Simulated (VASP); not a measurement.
Wanted: the native input for a VASP 6.6.1 run.

- Task: single point
- Functional: LDA
- Potentials or basis: VASP PAW LDA potentials, release 64 (Cu)
- Cutoff: 520 eV
- k mesh: 20 × 20 × 18
- Occupations: gaussian, width 0.15 eV
- Spin: no spin polarisation
- Dipole correction: no
- Further INCAR settings: ALGO = Fast; EDIFF = 1e-07; NBANDS = 18

The structure of Cu lies in POSCAR:

```
Cu
1.0
    1.1988715060     -3.9071941049      0.0000000000
    1.1988715060      3.9071941049      0.0000000000
    0.0000000000      0.0000000000      2.4356971987
Cu
2
Direct
    0.1337548427      0.8662451573      0.2048383929
    0.8662451573      0.1337548427      0.7951616071
```

This cell differs from its parent crystal: atoms displaced along a vibrational mode.

The input as run:

INCAR

```
SYSTEM = Cu
ALGO = Fast
EDIFF = 1E-7
ENCUT = 520
ISIF = 2
ISMEAR = 0
LASPH = .True.
LCHARG = .False.
LREAL = .False.
LWAVE = .False.
NBANDS = 18
NELM = 60
PREC = Accurate
SIGMA = 0.15
```

KPOINTS

```
k-points
0
Gamma
  20 20 18
  0 0 0
```

Potentials or basis: VASP PAW LDA potentials, release 64 (Cu).

Run with:

```bash
$ cat potpaw_LDA.64/Cu/POTCAR > POTCAR
$ mpirun -np 1 vasp_std > vasp.out
```

Results of the run:

```yaml
Pressure: 2.6 GPa
Largest_force: 0.676 eV/Å
Band_gap_on_the_k_mesh: zero (bands 11 and 12 overlap by 5.69 eV)
```

Caveat: the cell differs from its parent crystal (atoms displaced along a vibrational mode).

Run time: 12 min on 1 thread of Intel(R) Xeon(R) Platinum 8488C (Sapphire Rapids), on a shared host, peak memory 0.68 GiB.
